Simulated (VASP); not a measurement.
# Sn in VASP: further runs

Sn is run at these levels: PBE; tasks: single point.

Everything below comes from runs of VASP 6.6.1. Logs are shortened: lines on timing, memory, paths and dates and some standing lists are left out, and cuts for length are marked.

## 1. The cell of the first run

It takes space group Fd-3m (No. 227, cubic). Conventional cell: a = 6.467 Å, b = 6.467 Å, c = 6.467 Å, α = 90.00°, β = 90.00°, γ = 90.00°. Within 3.7 Å of Sn (site symmetry -43m) lie 4 Sn at 2.80 Å.

## 2. Single point, PBE

Contents of INCAR:

```
PREC = Accurate
ENCUT = 520
EDIFF = 1E-6
ISMEAR = -1
SIGMA = 0.1
LREAL = F
LASPH = T
NELM = 60
ALGO = Normal
ISIF = 2
LWAVE = F
LCHARG = F
GGA = PE
NBANDS = 21
```

Contents of KPOINTS:

```
Automatic mesh
0
Gamma
  9 9 9
```

Contents of POSCAR:

```
Sn
1.0
    0.0000000000      3.2333428000      3.2333428000
    3.2333428000      0.0000000000      3.2333428000
    3.2333428000      3.2333428000      0.0000000000
Sn
2
Direct
    0.0000000000      0.0000000000      0.0000000000
    0.2500000000      0.2500000000      0.2500000000
```

Potentials or basis: VASP PAW PBE potentials, release 64 (Sn_d).

The run is started by

```
$ cat potpaw_PBE.64/Sn_d/POTCAR > POTCAR
$ mpirun -np 1 vasp_std > vasp.out
```

OUTCAR:

```text
PREC = Accurate
   ENCUT = 520
   EDIFF = 1E-6
   ISMEAR = -1
   LREAL = F
   LASPH = T
   NELM = 60
   ISIF = 2
   GGA = PE

 ion  position               nearest neighbor table
   1  0.000  0.000  0.000-   2 2.80   2 2.80   2 2.80   2 2.80
   2  0.250  0.250  0.250-   1 2.80   1 2.80   1 2.80   1 2.80

  LATTYP: Found a face centered cubic cell.
 ALAT       =     6.4666856000

  Lattice vectors:

 A1 = (   0.0000000000,   3.2333428000,   3.2333428000)
 A2 = (   3.2333428000,   0.0000000000,   3.2333428000)
 A3 = (   3.2333428000,   3.2333428000,   0.0000000000)

Analysis of symmetry for initial positions (statically):
=====================================================================
 Subroutine PRICEL returns:
 Original cell was already a primitive cell.

 Routine SETGRP: Setting up the symmetry group for a
 face centered cubic supercell.

 Subroutine GETGRP returns: Found 48 space group operations
 (whereof 24 operations were pure point group operations)
 out of a pool of 48 trial point group operations.

The static configuration has the point symmetry T_d .
 The point group associated with its full space group is O_h .

Analysis of symmetry for dynamics (positions and initial velocities):
=====================================================================
 Subroutine PRICEL returns:
 Original cell was already a primitive cell.

 Routine SETGRP: Setting up the symmetry group for a
 face centered cubic supercell.

 Subroutine GETGRP returns: Found 48 space group operations
 (whereof 24 operations were pure point group operations)
 out of a pool of 48 trial point group operations.

The dynamic configuration has the point symmetry T_d .
 The point group associated with its full space group is O_h .

 Subroutine INISYM returns: Found 48 space group operations
 (whereof 24 operations are pure point group operations),
 and found     1 'primitive' translations

----------------------------------------------------------------------------------------

                                     Primitive cell

[... 74 lines left out ...]
   total plane-waves  NPLWV =  46656
   dimension x,y,z NGX =    36 NGY =   36 NGZ =   36
   dimension x,y,z NGXF=    72 NGYF=   72 NGZF=   72
   ions per type =               2
   NGX,Y,Z   is equivalent  to a cutoff of  13.09, 13.09, 13.09 a.u.
   NGXF,Y,Z  is equivalent  to a cutoff of  26.18, 26.18, 26.18 a.u.
 SYSTEM =  unknown system
   PREC   = accura    normal or accurate (medium, high low for compatibility)
   ISTART =      0    job   : 0-new  1-cont  2-samecut
   ICHARG =      2    charge: 1-file 2-atom 10-const
   ISPIN  =      1    spin polarized calculation?
   LNONCOLLINEAR =      F non collinear calculations
   LSORBIT =      F    spin-orbit coupling
   LASPH  =      T    aspherical Exc in radial PAW
   ENCUT  =  520.0 eV  38.22 Ry    6.18 a.u.   8.50  8.50  8.50*2*pi/ulx,y,z
   NELM   =     60;   NELMIN=  2; NELMDL= -5     # of ELM steps
   EDIFF  = 0.1E-05   stopping-criterion for ELM
   LREAL  =      F    real-space projection
   EDIFFG = 0.1E-04   stopping-criterion for IOM
   NSW    =      0    number of steps for IOM
   IBRION =     -1    ionic relax: 0-MD 1-quasi-New 2-CG
   NFREE  =      0    steps in history (QN), initial steepest desc. (CG)
   ISIF   =      2    stress and relaxation
   ISYM   =      2    0-nonsym 1-usesym 2-fastsym
   POTIM  = 0.5000    time-step for ionic-motion
   TEBEG  =    0.0;   TEEND  =   0.0 temperature during run
   PSTRESS=    0.0 pullay stress
   NELECT =      28.0000    total number of electrons
   NUPDOWN=      -1.0000    fix difference up-down
   EMIN   =  10.00;   EMAX   =-10.00  energy-range for DOS
   EFERMI =   0.00;   METHOD = LEGACY
   ISMEAR =    -1;   SIGMA  =   0.10  broadening in eV -4-tet -1-fermi 0-gaus
   EFERMI_NEDOS =   21; number of points for ismear=-14 and -15
   IALGO  =     38    algorithm
   IMIX   =      4    mixing-type and parameters
     AMIX     =   0.40;   BMIX     =  1.00
     AMIX_MAG =   1.60;   BMIX_MAG =  1.00
  volume/ion in A,a.u.               =      33.80       228.11
  Fermi-wavevector in a.u.,A,eV,Ry     =   1.220298  2.306028 20.260793  1.489126
  Thomas-Fermi vector in A             =   2.355520
   LORBIT       =      0    0 simple, 1 ext, 2 COOP (PROOUT), +10 PAW based schemes
   GGA     = PE    functional components
   LHFCALC =     F    Hartree Fock is set to
   AEXX    =    0.0000 exact exchange contribution
   IVDW    =     0    specifies the selected vdW correction
   LEPSILON=     F    determine dielectric tensor
   LRPA    =     F    only Hartree local field effects (RPA)
 non-spin polarized calculation
  energy-cutoff  :      520.00
  volume of cell :       67.61
 maximum number of plane-waves:      1853
 NGX is ok and might be reduce to    36

 number of electron      28.0000008 magnetization

 Free energy of the ion-electron system (eV)
  ---------------------------------------------------
  ext. energy  EPLUGINS =         0.00000000
  ---------------------------------------------------
  free energy    TOTEN  =        -7.62584646 eV

  energy without entropy =       -7.61921331  energy(sigma->0) =       -7.62252989

 E-fermi :   5.7716     XC(G=0):  -8.9227

 val. band max:        5.6026435722   @ k =   0.1111   0.0000   0.0000
 cond. band min:       5.7882373411   @ k =   0.4444   0.0000   0.0000
 fundamental gap:      0.1855937689
 Fermi energy:         5.7716321592

 k-point     1 :       0.0000    0.0000    0.0000
  band No.  band energies     occupation
      1     -15.9513      2.00000
      2     -15.9513      2.00000
      3     -15.9513      2.00000
      4     -15.8901      2.00000
      5     -15.8901      2.00000
      6     -15.5724      2.00000
[... 565 lines left out ...]
     20      15.7390      0.00000
     21      15.9613      0.00000

 [... further k-points ...]
[... 5 lines left out ...]
  --------------------------------------------------------------------------------------
  -------------------------------------------------------------------------------------
  Total        1.5948397      1.5948397      1.5948397      0.0000000      0.0000000      0.0000000
  in kB       37.7956992     37.7956992     37.7956992      0.0000000      0.0000000      0.0000000
  external PRESSURE =      37.7956992 kB  Pullay stress =       0.0000000 kB

 VOLUME and BASIS-vectors are now :
 -----------------------------------------------------------------------------
  energy-cutoff  :      520.00
  volume of cell :       67.61
      direct lattice vectors                 reciprocal lattice vectors
     0.000000000  3.233342800  3.233342800    -0.154638723  0.154638723  0.154638723
     3.233342800  0.000000000  3.233342800     0.154638723 -0.154638723  0.154638723
     3.233342800  3.233342800  0.000000000     0.154638723  0.154638723 -0.154638723

 POSITION                                       TOTAL-FORCE (eV/Angst)
 -----------------------------------------------------------------------------------
      0.00000      0.00000      0.00000         0.000000      0.000000      0.000000
      1.61667      1.61667      1.61667        -0.000000     -0.000000     -0.000000
 -----------------------------------------------------------------------------------
    total drift:                                0.000000      0.000000      0.000000

  FREE ENERGIE OF THE ION-ELECTRON SYSTEM (eV)
  ---------------------------------------------------
  free  energy   TOTEN  =        -7.6258464626 eV

  energy  without entropy=       -7.6192133080  energy(sigma->0) =       -7.62252989
```

Wall time 37 s (1 thread of Intel Xeon Platinum 8259CL at 2.50GHz (Skylake/Cascade Lake), shared host); peak memory 0.21 GiB.

What came out:

* Free energy: -7.6258 eV
* Pressure: 3.8 GPa
* Band gap on the k mesh: zero (band 14 reaches 5.84 eV, above the bottom of band 15 at 5.79 eV)

Caveat: spin-orbit coupling is left out, which moves the levels of the heavy elements.

## 3. Single point, PBE

This run uses another cell than the first one, of the same volume but with other edges.

Contents of INCAR:

```
SYSTEM = Sn
ALGO = Normal ; EDIFF = 1E-6
ENCUT = 520 ; GGA = PE
ISIF = 2 ; ISMEAR = -1
LASPH = .True. ; LCHARG = .False.
LREAL = .False. ; LWAVE = .False.
NBANDS = 21 ; NELM = 80
PREC = Accurate ; SIGMA = 0.1
```

Contents of KPOINTS:

```
k-points
0
Gamma
  9 9 9
  0 0 0
```

Contents of POSCAR:

```
Sn
1.0
   -0.0808335700      3.2333428000      3.2333428000
    3.2333428000     -0.0808335700      3.2333428000
    3.1525092300      3.1525092300      0.0000000000
Sn
2
Direct
    0.0000000000      0.0000000000      0.0000000000
    0.2500000000      0.2500000000      0.2500000000
```

Potentials or basis: VASP PAW PBE potentials, release 64 (Sn_d).

The run is started by

```
$ cat potpaw_PBE.64/Sn_d/POTCAR > POTCAR
$ mpirun -np 1 vasp_std > vasp.out
```

It took 1.9 min on 1 thread of Intel Xeon Platinum 8259CL at 2.50GHz (Skylake/Cascade Lake), shared host; peak memory 0.29 GiB.

The run converged. Its results:

| Quantity | Value |
| --- | --- |
| Free energy | -7.5956 eV |
| Pressure | 4.0 GPa |
| Largest force | 0.517 eV/Å |
| Band gap on the k mesh | zero (band 14 reaches 5.83 eV, above the bottom of band 15 at 5.64 eV) |

Forces in eV/Å, atoms in the order of the input:
```
Sn   0.000  0.000 -0.517
Sn   0.000  0.000  0.517
```

Stress tensor (GPa, compression positive):
```
3.99 2.78 0.00
2.78 3.99 0.00
0.00 0.00 3.97
```

Levels at points of the mesh, in eV from the Fermi level:
```csv
k point,band 10,band 11,band 12,band 13,band 14,band 15,band 16,band 17,band 18,band 19
"(0.00, 0.00, 0.00)",-21.30,-10.69,-0.61,0.05,0.06,0.12,1.86,2.22,2.47,5.05
```

Caveat: spin-orbit coupling is left out, which moves the levels of the heavy elements.

(Part 1 of 2 ends here.)
